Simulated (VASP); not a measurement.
# Sn in VASP: notebook, part 2 of 2

VASP 6.6.1.

## Step 3: Single point, PBEsol

This run uses another cell than the first one, of 34.98 Å³/atom.

Input file INCAR:

```
SYSTEM = Sn
PREC = Accurate ; ENCUT = 500
EDIFF = 1E-6 ; ISMEAR = 0
SIGMA = 0.1 ; LREAL = .False.
LASPH = .True. ; NELM = 120
ALGO = Normal ; ISIF = 2
LWAVE = .False. ; LCHARG = .False.
GGA = PS ; NBANDS = 36
GGA_COMPAT = .False.
```

Input file KPOINTS:

```
Automatic mesh
0
Gamma
  10 10 8
  0 0 0
```

Input file POSCAR:

```
Sn
1.0
    3.2703517034      3.2703517034      0.0000000000
   -3.2703517034      3.2703517034      0.0000000000
    0.0000000000      0.0000000000      6.5407034068
Sn
4
Direct
    0.5000000000      0.5000000000      0.5000000000
    0.0000000000      0.0000000000      0.0000000000
    0.5000000000      0.0000000000      0.2500000000
    0.0000000000      0.5000000000      0.7500000000
```

Potentials or basis: VASP PAW PBE potentials, release 64 (Sn_d).

Launch:

```console
cat potpaw_PBE.64/Sn_d/POTCAR > POTCAR
mpirun -np 1 vasp_std > vasp.out
```

OUTCAR:

```text
SYSTEM = Sn
   PREC = Accurate
   ENCUT = 500
   EDIFF = 1E-6
   ISMEAR = 0
   LREAL = .False.
   LASPH = .True.
   NELM = 120
   ISIF = 2
   GGA = PS

 ion  position               nearest neighbor table
   1  0.500  0.500  0.500-   3 2.83   4 2.83   3 2.83   4 2.83
   2  0.000  0.000  0.000-   3 2.83   4 2.83   4 2.83   3 2.83
   3  0.500  0.000  0.250-   1 2.83   2 2.83   1 2.83   2 2.83
   4  0.000  0.500  0.750-   1 2.83   2 2.83   2 2.83   1 2.83

  LATTYP: Found a simple tetragonal cell.
 ALAT       =     4.6249757327
 C/A-ratio  =     1.4142135624

  Lattice vectors:

 A1 = (   3.2703517034,   3.2703517034,   0.0000000000)
 A2 = (  -3.2703517034,   3.2703517034,   0.0000000000)
 A3 = (   0.0000000000,   0.0000000000,   6.5407034068)

Analysis of symmetry for initial positions (statically):
=====================================================================
 Subroutine PRICEL returns following result:

  LATTYP: Found a face centered cubic cell.
 ALAT       =     6.5407034068

  Lattice vectors:

 A1 = (   0.0000000000,  -3.2703517034,  -3.2703517034)
 A2 = (   3.2703517034,   0.0000000000,  -3.2703517034)
 A3 = (   3.2703517034,  -3.2703517034,   0.0000000000)

   2 primitive cells build up your supercell.

 Routine SETGRP: Setting up the symmetry group for a
 simple tetragonal supercell.

 Subroutine GETGRP returns: Found 16 space group operations
 (whereof  8 operations were pure point group operations)
 out of a pool of 16 trial point group operations.

The static configuration has the point symmetry D_2d.
 The point group associated with its full space group is D_4h.

Analysis of symmetry for dynamics (positions and initial velocities):
=====================================================================
 Subroutine PRICEL returns following result:

  LATTYP: Found a face centered cubic cell.
 ALAT       =     6.5407034068

  Lattice vectors:
[... 127 lines left out ...]
   NUPDOWN=      -1.0000    fix difference up-down
   EMIN   =  10.00;   EMAX   =-10.00  energy-range for DOS
   EFERMI =   0.00;   METHOD = LEGACY
   ISMEAR =     0;   SIGMA  =   0.10  broadening in eV -4-tet -1-fermi 0-gaus
   EFERMI_NEDOS =   21; number of points for ismear=-14 and -15
   IALGO  =     38    algorithm
   IMIX   =      4    mixing-type and parameters
     AMIX     =   0.40;   BMIX     =  1.00
     AMIX_MAG =   1.60;   BMIX_MAG =  1.00
  volume/ion in A,a.u.               =      34.98       236.04
  Fermi-wavevector in a.u.,A,eV,Ry     =   1.206488  2.279932 19.804825  1.455614
  Thomas-Fermi vector in A             =   2.342154
   LORBIT       =      0    0 simple, 1 ext, 2 COOP (PROOUT), +10 PAW based schemes
   GGA     = PS    functional components
   LHFCALC =     F    Hartree Fock is set to
   AEXX    =    0.0000 exact exchange contribution
   IVDW    =     0    specifies the selected vdW correction
   LEPSILON=     F    determine dielectric tensor
   LRPA    =     F    only Hartree local field effects (RPA)
 non-spin polarized calculation
 Gauss-broadening in eV      SIGMA  =   0.10
  energy-cutoff  :      500.00
  volume of cell :      139.91
 maximum number of plane-waves:      3579
 NGX is ok and might be reduce to    36
   NGX = 17   NGY = 17   NGZ = 23

 number of electron      56.0000000 magnetization

 Free energy of the ion-electron system (eV)
  ---------------------------------------------------
  ext. energy  EPLUGINS =         0.00000000
  ---------------------------------------------------
  free energy    TOTEN  =       -16.93107831 eV

  energy without entropy =      -16.92956239  energy(sigma->0) =      -16.93032035

 E-fermi :   5.2169     XC(G=0):  -8.9633

 val. band max:        5.1355357133   @ k =   0.5000   0.0000   0.5000
 cond. band min:       5.2343343066   @ k =   0.4000   0.0000   0.3750
 fundamental gap:      0.0987985933
 Fermi energy:         5.2168641036

 k-point     1 :       0.0000    0.0000    0.0000
  band No.  band energies     occupation
      1     -16.3605      2.00000
      2     -16.3605      2.00000
      3     -16.3118      2.00000
      4     -16.3118      2.00000
      5     -16.3116      2.00000
      6     -16.2546      2.00000
[... 925 lines left out ...]
     35      10.7615      0.00000
     36      11.3021      0.00000

 [... further k-points ...]
[... 5 lines left out ...]
  --------------------------------------------------------------------------------------
  -------------------------------------------------------------------------------------
  Total       -0.0677160     -0.0677160     -0.0784523      0.0000000      0.0000000     -0.0000000
  in kB       -0.7754578     -0.7754578     -0.8984068      0.0000000      0.0000000     -0.0000000
  external PRESSURE =      -0.8164408 kB  Pullay stress =       0.0000000 kB

 VOLUME and BASIS-vectors are now :
 -----------------------------------------------------------------------------
  energy-cutoff  :      500.00
  volume of cell :      139.91
      direct lattice vectors                 reciprocal lattice vectors
     3.270351703  3.270351703  0.000000000     0.152888755  0.152888755  0.000000000
    -3.270351703  3.270351703  0.000000000    -0.152888755  0.152888755  0.000000000
     0.000000000  0.000000000  6.540703407     0.000000000  0.000000000  0.152888755

 POSITION                                       TOTAL-FORCE (eV/Angst)
 -----------------------------------------------------------------------------------
      0.00000      3.27035      3.27035        -0.000000     -0.000000     -0.000000
      0.00000      0.00000      0.00000         0.000000     -0.000000     -0.000000
      1.63518      1.63518      1.63518        -0.000000      0.000000      0.000000
     -1.63518      1.63518      4.90553         0.000000      0.000000     -0.000000
 -----------------------------------------------------------------------------------
    total drift:                                0.000000      0.000000      0.000000

  FREE ENERGIE OF THE ION-ELECTRON SYSTEM (eV)
  ---------------------------------------------------
  free  energy   TOTEN  =       -16.9310783103 eV

  energy  without entropy=      -16.9295623871  energy(sigma->0) =      -16.93032035
```

OSZICAR:

```text
N       E                     dE             d eps       ncg     rms          rms(c)
DAV:   1     0.551079034511E+03    0.55108E+03   -0.27817E+04  7660   0.218E+03
DAV:   2     0.596931064967E+02   -0.49139E+03   -0.48356E+03  7560   0.563E+02
DAV:   3    -0.135419838739E+02   -0.73235E+02   -0.72421E+02  8476   0.194E+02
DAV:   4    -0.170151770764E+02   -0.34732E+01   -0.34655E+01  8692   0.476E+01
DAV:   5    -0.171278609880E+02   -0.11268E+00   -0.11268E+00 10788   0.832E+00    0.447E+00
DAV:   6    -0.169932480983E+02    0.13461E+00   -0.91917E-02  9664   0.317E+00    0.254E+00
DAV:   7    -0.169284909092E+02    0.64757E-01   -0.11563E-01  8060   0.287E+00    0.237E-01
DAV:   8    -0.169305129517E+02   -0.20220E-02   -0.14896E-02  8240   0.118E+00    0.779E-02
DAV:   9    -0.169310226133E+02   -0.50966E-03   -0.69047E-04  9892   0.145E-01    0.238E-02
DAV:  10    -0.169310732057E+02   -0.50592E-04   -0.84022E-05  8864   0.694E-02    0.691E-03
DAV:  11    -0.169310780752E+02   -0.48695E-05   -0.76305E-06  6800   0.170E-02    0.193E-03
DAV:  12    -0.169310783103E+02   -0.23509E-06   -0.91182E-07  5816   0.756E-03
   1 F= -.16931078E+02 E0= -.16930320E+02  d E =-.151592E-02
```

stdout:

```text
POSCAR found type information on POSCAR Sn
 POSCAR found :  1 types and       4 ions
 scaLAPACK will be used
 -----------------------------------------------------------------------------
|                                                                             |
|                                                                             |
|     You enforced a specific xc type in the INCAR file but a different       |
|     I HOPE YOU KNOW WHAT YOU ARE DOING!                                     |
|                                                                             |
 -----------------------------------------------------------------------------

 LDA part: xc-table for (Slater+PW92), standard interpolation
 POSCAR, INCAR and KPOINTS ok, starting setup
 FFT: planning ... GRIDC
 FFT: planning ... GRID_SOFT
 FFT: planning ... GRID
 WAVECAR not read
 entering main loop
```

Run time: 7.2 min. Hardware: 1 thread of Oxide Virtual Turin-like, shared host; peak memory 0.43 GiB.

What came out:

```
Free energy            : -16.9311 eV
Pressure               : -0.1 GPa
Band gap on the k mesh : zero (bands 28 and 29 overlap by 0.19 eV)
```

Caveat: the PAW data sets were made with another functional, which shifts forces and pressure a little; spin-orbit coupling is left out, which moves the levels of the heavy elements.

## Step 4: Single point, PBEsol (biaxial strain in the a-b plane: -3.0 %)

Input file INCAR:

```
SYSTEM = Sn
PREC = Accurate
ENCUT = 520
EDIFF = 1E-7
ISMEAR = 0
SIGMA = 0.1
LREAL = .False.
LASPH = .True.
NELM = 60
ALGO = Fast
ISIF = 2
LWAVE = .False.
LCHARG = .False.
GGA = PS
NBANDS = 36
```

Input file KPOINTS:

```
regular mesh
0
Gamma
  12 12 8
  0 0 0
```

Input file POSCAR:

```
Sn
1.0
    3.1722411520      3.1722411520      0.0000000000
   -3.1722411520      3.1722411520      0.0000000000
    0.0000000000      0.0000000000      6.6584360676
Sn
4
Direct
    0.0000000000      0.0000000000      0.5000000000
    0.0000000000      0.5000000000      0.2500000000
    0.5000000000      0.5000000000      0.0000000000
    0.5000000000      0.0000000000      0.7500000000
```

Launch:

```console
cat potpaw_PBE.64/Sn_d/POTCAR > POTCAR
mpirun -np 1 vasp_std > vasp.out
```

It took 18 min on 1 thread of Oxide Virtual Turin-like, shared host; peak memory 0.53 GiB.

It converged, with:

* Free energy: -16.8772 eV
* Pressure: 1.9 GPa
* Band gap on the k mesh: zero (bands 28 and 29 overlap by 0.26 eV)

Stress tensor (GPa, compression positive):
```
2.42 0.00 0.00
0.00 2.42 0.00
0.00 0.00 0.77
```

Levels at points of the mesh, in eV from the Fermi level:
```
           k point  band 26  band 27  band 28  band 29  band 30  band 31
(0.00, 0.00, 0.00)    -0.63    -0.20     0.14     0.14     0.89     0.89
(0.50, 0.00, 0.00)    -3.30    -1.08    -1.08     1.68     1.68     3.91
(0.50, 0.50, 0.00)    -2.67    -2.67    -2.67     0.58     0.58     0.58
(0.00, 0.00, 0.50)    -1.56    -1.56    -1.56     1.09     1.09     2.09
(0.50, 0.00, 0.50)    -1.38    -1.02    -1.02    -0.11    -0.11     3.09
(0.50, 0.50, 0.50)    -3.20    -3.20    -3.20     3.06     3.06     3.06
```

Caveat: the cell differs from its parent crystal (biaxial strain in the a-b plane: -3.0 %); the PAW data sets were made with another functional, which shifts forces and pressure a little; spin-orbit coupling is left out, which moves the levels of the heavy elements.

## Step 5: Overview

```tsv
cell	k mesh	cutoff (eV)	gap on the mesh (eV)	pressure (GPa)
a = 4.764, b = 4.764, c = 6.737 Å, 4 atoms	12 × 12 × 8	520	none	-3.1
a = 4.625, b = 4.625, c = 6.541 Å, 4 atoms	10 × 10 × 8	500	none	-0.1
a = 4.486, b = 4.486, c = 6.658 Å, 4 atoms	12 × 12 × 8	520	none	1.9
```

Alike in all rows: task single point; level PBEsol; potentials or basis VASP PAW PBE potentials, release 64 (Sn_d); no spin polarisation; smearing gaussian 0.1 eV.

Caveats: the PAW data sets were made with another functional, which shifts forces and pressure a little; spin-orbit coupling is left out, which moves the levels of the heavy elements; the cell stands under tension (at least some runs).

Absolute energies hang on the potentials; compare differences alone.

The gap in the log of VASP goes by the Fermi energy; the results here count the filled bands.